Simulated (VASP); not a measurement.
# Be3CdSe4 (R3m) in VASP: single point with PBEsol

Aim: the single point of Be3CdSe4 with PBEsol.

Program: VASP 6.6.1. These are calculated values, not measurements. Logs are shortened: lines on timing, memory, paths and dates and some standing lists are left out, and cuts for length are marked.

### Step 1. The cell of the first run

It takes space group R3m (No. 160, trigonal). The conventional cell has a = 3.762 Å, b = 3.762 Å, c = 37.896 Å, α = 90.00°, β = 90.00°, γ = 120.00°. Be (site symmetry 3m) has 4 Se at 2.21 to 2.28 Å within 2.9 Å. Be (site symmetry 3m) has 4 Se at 2.21 to 2.28 Å within 2.9 Å. Within 2.9 Å of Be (site symmetry 3m) lie 4 Se at 2.19 to 2.28 Å. Cd (site symmetry 3m) has 4 Se at 2.55 to 2.59 Å within 3.4 Å. Within 3.0 Å of Se (site symmetry 3m) lie 3 Be at 2.28 Å and 1 Cd at 2.59 Å. Within 2.9 Å of Se (site symmetry 3m) lie 4 Be at 2.21 to 2.28 Å. Within 2.9 Å of Se (site symmetry 3m) lie 4 Be at 2.21 to 2.28 Å. Within 2.9 Å of Se (site symmetry 3m) lie 1 Be at 2.19 Å and 3 Cd at 2.55 Å.

### Step 2. Single point, PBEsol

Input file INCAR:

```
SYSTEM = Be3CdSe4
ALGO = Normal
EDIFF = 1E-7
ENCUT = 520
GGA = PS
ISIF = 2
ISMEAR = -1
LASPH = .True.
LCHARG = .False.
LREAL = .False.
LWAVE = .False.
NBANDS = 31
NELM = 60
PREC = Accurate
SIGMA = 0.03
```

Input file KPOINTS:

```
k-points
0
Gamma
  6 6 6
  0 0 0
```

Input file POSCAR:

```
Be3CdSe4
1.0
    1.8811487639      1.0860817469     12.6320499186
   -1.8811487639      1.0860817469     12.6320499186
    0.0000000000     -2.1721634888     12.6320499190
Be Cd Se
3 1 4
Direct
    0.7564837526      0.7564837526      0.7564837526
    0.5002090421      0.5002090421      0.5002090421
    0.2436205930      0.2436205930      0.2436205930
    0.0032740299      0.0032740299      0.0032740299
    0.0715109658      0.0715109658      0.0715109658
    0.8148676813      0.8148676813      0.8148676813
    0.5585550260      0.5585550260      0.5585550260
    0.3014789093      0.3014789093      0.3014789093
```

Potentials or basis: VASP PAW PBE potentials, release 64 (Be, Cd, Se).

Launch:

```bash
cat potpaw_PBE.64/Be/POTCAR potpaw_PBE.64/Cd/POTCAR potpaw_PBE.64/Se/POTCAR > POTCAR
mpirun -np 1 vasp_std > vasp.out
```

OUTCAR:

```text
SYSTEM = Be3CdSe4
   EDIFF = 1E-7
   ENCUT = 520
   GGA = PS
   ISIF = 2
   ISMEAR = -1
   LASPH = .True.
   LREAL = .False.
   NELM = 60
   PREC = Accurate

 ion  position               nearest neighbor table
   1  0.756  0.756  0.756-   6 2.21   5 2.28   5 2.28   5 2.28
   2  0.500  0.500  0.500-   7 2.21   6 2.28   6 2.28   6 2.28
   3  0.244  0.244  0.244-   8 2.19   7 2.28   7 2.28   7 2.28
   4  0.003  0.003  0.003-   8 2.55   8 2.55   8 2.55   5 2.59
   5  0.072  0.072  0.072-   1 2.28   1 2.28   1 2.28   4 2.59
   6  0.815  0.815  0.815-   1 2.21   2 2.28   2 2.28   2 2.28
   7  0.559  0.559  0.559-   2 2.21   3 2.28   3 2.28   3 2.28
   8  0.301  0.301  0.301-   3 2.19   4 2.55   4 2.55   4 2.55

  LATTYP: Found a trigonal (rhomboedric) cell.
 ALAT       =    12.8174482398
 COS(alpha) =     0.9569202540

  Lattice vectors:

 A1 = (   1.8811487639,   1.0860817469,  12.6320499186)
 A2 = (  -1.8811487639,   1.0860817469,  12.6320499186)
 A3 = (   0.0000000000,  -2.1721634888,  12.6320499190)

Analysis of symmetry for initial positions (statically):
=====================================================================
 Subroutine PRICEL returns:
 Original cell was already a primitive cell.

 Routine SETGRP: Setting up the symmetry group for a
 trigonal (rhombohedral) supercell.

 Subroutine GETGRP returns: Found  6 space group operations
 (whereof  6 operations were pure point group operations)
 out of a pool of 12 trial point group operations.

The static configuration has the point symmetry C_3v.

Analysis of symmetry for dynamics (positions and initial velocities):
=====================================================================
 Subroutine PRICEL returns:
 Original cell was already a primitive cell.

 Routine SETGRP: Setting up the symmetry group for a
 trigonal (rhombohedral) supercell.

 Subroutine GETGRP returns: Found  6 space group operations
 (whereof  6 operations were pure point group operations)
 out of a pool of 12 trial point group operations.

The dynamic configuration has the point symmetry C_3v.

 Subroutine INISYM returns: Found  6 space group operations
 (whereof  6 operations are pure point group operations),
 and found     1 'primitive' translations

----------------------------------------------------------------------------------------

                                     Primitive cell

  volume of cell :     154.8498

  direct lattice vectors                    reciprocal lattice vectors
     1.881148764  1.086081747 12.632049919     0.265795034  0.153456835  0.026387905
    -1.881148764  1.086081747 12.632049919    -0.265795034  0.153456835  0.026387905
     0.000000000 -2.172163489 12.632049919     0.000000000 -0.306913669  0.026387905

  length of vectors
    12.817448240 12.817448240 12.817448240     0.308045974  0.308045974  0.308045973

  position of ions in fractional coordinates (direct lattice)
     0.756483753  0.756483753  0.756483753
     0.500209042  0.500209042  0.500209042
     0.243620593  0.243620593  0.243620593
     0.003274030  0.003274030  0.003274030
     0.071510966  0.071510966  0.071510966
     0.814867681  0.814867681  0.814867681
     0.558555026  0.558555026  0.558555026
     0.301478909  0.301478909  0.301478909

  ion indices of the primitive-cell ions
   primitive index   ion index
                 1           1
                 2           2
                 3           3
                 4           4
                 5           5
                 6           6
                 7           7
                 8           8

----------------------------------------------------------------------------------------

 KPOINTS: k-points

Automatic generation of k-mesh.
 Grid dimensions read from file:
 generate k-points for:    6    6    6

 Generating k-lattice:

  Cartesian coordinates                     Fractional coordinates (reciprocal lattice)
     0.044299172  0.025576139  0.004397984     0.166666667  0.000000000 -0.000000000
    -0.044299172  0.025576139  0.004397984     0.000000000  0.166666667 -0.000000000
     0.000000000 -0.051152278  0.004397984     0.000000000  0.000000000  0.166666667

  Length of vectors
     0.051340996  0.051340996  0.051340996

  Shift w.r.t. Gamma in fractional coordinates (k-lattice)
     0.000000000  0.000000000  0.000000000

 Subroutine IBZKPT returns following result:
 ===========================================

 Found     32 irreducible k-points:

 Following reciprocal coordinates:
            Coordinates               Weight
  0.000000  0.000000  0.000000      1.000000
  0.166667  0.000000  0.000000      6.000000
  0.333333  0.000000  0.000000      6.000000
  0.500000  0.000000  0.000000      3.000000
  0.166667  0.166667  0.000000      6.000000
  0.333333  0.166667  0.000000     12.000000
[... 16 lines left out ...]
  0.500000  0.500000  0.166667      6.000000
 -0.333333  0.500000  0.166667     12.000000
 [... further k-points ...]
   k-points           NKPTS =     32   k-points in BZ     NKDIM =     32   number of bands    NBANDS=     31
   number of dos      NEDOS =    301   number of ions     NIONS =      8
   total plane-waves  NPLWV = 884736
   dimension x,y,z NGX =    96 NGY =   96 NGZ =   96
   dimension x,y,z NGXF=   192 NGYF=  192 NGZF=  192
   ions per type =               3   1   4
   NGX,Y,Z   is equivalent  to a cutoff of  12.45, 12.45, 12.45 a.u.
   NGXF,Y,Z  is equivalent  to a cutoff of  24.90, 24.90, 24.90 a.u.
 SYSTEM =  Be3CdSe4
   PREC   = accura    normal or accurate (medium, high low for compatibility)
   ISTART =      0    job   : 0-new  1-cont  2-samecut
   ICHARG =      2    charge: 1-file 2-atom 10-const
   ISPIN  =      1    spin polarized calculation?
   LNONCOLLINEAR =      F non collinear calculations
   LSORBIT =      F    spin-orbit coupling
   LASPH  =      T    aspherical Exc in radial PAW
   ENCUT  =  520.0 eV  38.22 Ry    6.18 a.u.  23.83 23.83 23.83*2*pi/ulx,y,z
   NELM   =     60;   NELMIN=  2; NELMDL= -5     # of ELM steps
   EDIFF  = 0.1E-06   stopping-criterion for ELM
   LREAL  =      F    real-space projection
   EDIFFG = 0.1E-05   stopping-criterion for IOM
   NSW    =      0    number of steps for IOM
   IBRION =     -1    ionic relax: 0-MD 1-quasi-New 2-CG
   NFREE  =      0    steps in history (QN), initial steepest desc. (CG)
   ISIF   =      2    stress and relaxation
   ISYM   =      2    0-nonsym 1-usesym 2-fastsym
   POTIM  = 0.5000    time-step for ionic-motion
   TEBEG  =    0.0;   TEEND  =   0.0 temperature during run
   PSTRESS=    0.0 pullay stress
   NELECT =      42.0000    total number of electrons
   NUPDOWN=      -1.0000    fix difference up-down
   EMIN   =  10.00;   EMAX   =-10.00  energy-range for DOS
   EFERMI =   0.00;   METHOD = LEGACY
   ISMEAR =    -1;   SIGMA  =   0.03  broadening in eV -4-tet -1-fermi 0-gaus
   EFERMI_NEDOS =   21; number of points for ismear=-14 and -15
   IALGO  =     38    algorithm
   IMIX   =      4    mixing-type and parameters
     AMIX     =   0.40;   BMIX     =  1.00
     AMIX_MAG =   1.60;   BMIX_MAG =  1.00
  volume/ion in A,a.u.               =      19.36       130.62
  Fermi-wavevector in a.u.,A,eV,Ry     =   1.059712  2.002565 15.279188  1.122989
  Thomas-Fermi vector in A             =   2.195067
   LORBIT       =      0    0 simple, 1 ext, 2 COOP (PROOUT), +10 PAW based schemes
   GGA     = PS    functional components
   LHFCALC =     F    Hartree Fock is set to
   AEXX    =    0.0000 exact exchange contribution
   IVDW    =     0    specifies the selected vdW correction
   LEPSILON=     F    determine dielectric tensor
   LRPA    =     F    only Hartree local field effects (RPA)
 non-spin polarized calculation
  energy-cutoff  :      520.00
  volume of cell :      154.85
 maximum number of plane-waves:      4191
   NGX = 47   NGY = 47   NGZ = 47

 number of electron      42.0000003 magnetization

 Free energy of the ion-electron system (eV)
  ---------------------------------------------------
  ext. energy  EPLUGINS =         0.00000000
  ---------------------------------------------------
  free energy    TOTEN  =       -33.81504657 eV

  energy without entropy =      -33.81504657  energy(sigma->0) =      -33.81504657

 E-fermi :   4.1875     XC(G=0):  -9.5653

 val. band max:        3.5089911931   @ k =   0.0000   0.0000   0.0000
 cond. band min:       4.9663383547   @ k =   0.5000   0.5000   0.0000
 fundamental gap:      1.4573471616
 Fermi energy:         4.1875060246

 k-point     1 :       0.0000    0.0000    0.0000
  band No.  band energies     occupation
      1     -11.0147      2.00000
      2     -10.5529      2.00000
      3     -10.2005      2.00000
      4      -9.6558      2.00000
      5      -5.2156      2.00000
      6      -5.2040      2.00000
[... 23 lines left out ...]
     30       8.2405      0.00000
     31       8.2593      0.00000

 k-point     2 :       0.1667    0.0000    0.0000
  band No.  band energies     occupation
      1     -10.8117      2.00000
      2     -10.3805      2.00000
      3     -10.0440      2.00000
      4      -9.5513      2.00000
      5      -5.2000      2.00000
      6      -5.1596      2.00000
[... 23 lines left out ...]
     30       8.7076      0.00000
     31       9.0021      0.00000

 k-point     3 :       0.3333    0.0000    0.0000
  band No.  band energies     occupation
      1     -10.3114      2.00000
      2      -9.9729      2.00000
      3      -9.7186      2.00000
      4      -9.3654      2.00000
      5      -5.1658      2.00000
      6      -5.1146      2.00000
[... 703 lines left out ...]
     30       9.6593      0.00000
     31      10.2746      0.00000

 k-point    24 :      -0.3333    0.5000    0.1667
  band No.  band energies     occupation
      1      -9.9762      2.00000
      2      -9.7484      2.00000
      3      -9.5328      2.00000
      4      -9.3190      2.00000
      5      -5.1916      2.00000
      6      -5.0616      2.00000
[... 23 lines left out ...]
     30       8.9984      0.00000
     31      10.1423      0.00000

 [... further k-points ...]

------------------------ aborting loop because EDIFF is reached ----------------------------------------

  FORCE on cell =-STRESS in cart. coord.  units (eV):
  Direction    XX          YY          ZZ          XY          YZ          ZX
  --------------------------------------------------------------------------------------
  -------------------------------------------------------------------------------------
  Total        0.3248938      0.3248938      0.3765319      0.0000000      0.0000000      0.0000000
  in kB        3.3615628      3.3615628      3.8958448      0.0000000      0.0000000      0.0000000
  external PRESSURE =       3.5396568 kB  Pullay stress =       0.0000000 kB

 VOLUME and BASIS-vectors are now :
 -----------------------------------------------------------------------------
  energy-cutoff  :      520.00
  volume of cell :      154.85
      direct lattice vectors                 reciprocal lattice vectors
     1.881148764  1.086081747 12.632049919     0.265795034  0.153456835  0.026387905
    -1.881148764  1.086081747 12.632049919    -0.265795034  0.153456835  0.026387905
     0.000000000 -2.172163489 12.632049919     0.000000000 -0.306913669  0.026387905

 POSITION                                       TOTAL-FORCE (eV/Angst)
 -----------------------------------------------------------------------------------
      0.00000      0.00000     28.66782         0.000000     -0.000000     -0.009404
      0.00000      0.00000     18.95600         0.000000     -0.000000     -0.006295
      0.00000      0.00000      9.23228         0.000000     -0.000000     -0.001401
      0.00000      0.00000      0.12407         0.000000      0.000000      0.024869
      0.00000      0.00000      2.70999         0.000000      0.000000      0.027136
      0.00000      0.00000     30.88035         0.000000      0.000000      0.007566
      0.00000      0.00000     21.16708         0.000000      0.000000      0.003884
      0.00000      0.00000     11.42489         0.000000     -0.000000     -0.046356
 -----------------------------------------------------------------------------------
    total drift:                                0.000000     -0.000000      0.000204

  FREE ENERGIE OF THE ION-ELECTRON SYSTEM (eV)
  ---------------------------------------------------
  free  energy   TOTEN  =       -33.8150465691 eV

  energy  without entropy=      -33.8150465691  energy(sigma->0) =      -33.81504657
```

Wall time 24 min (1 thread of AMD EPYC 9R45 (Zen 5), shared host); peak memory 1.5 GiB.

What came out:

| Property | Result |
| --- | --- |
| Free energy | -33.8150 eV |
| Pressure | 0.4 GPa |
| Largest force | 0.046 eV/Å |
| Band gap on the k mesh | 1.46 eV (least direct gap 1.53 eV) |

Forces in eV/Å, atoms in the order of the input:
```
Be   0.000  0.000 -0.009
Be   0.000  0.000 -0.006
Be   0.000  0.000 -0.001
Cd   0.000  0.000  0.025
Se   0.000  0.000  0.027
Se   0.000  0.000  0.008
Se   0.000  0.000  0.004
Se   0.000  0.000 -0.046
```

Caveat: the PAW data sets were made with another functional, which shifts forces and pressure a little. A k mesh can miss the band edges.
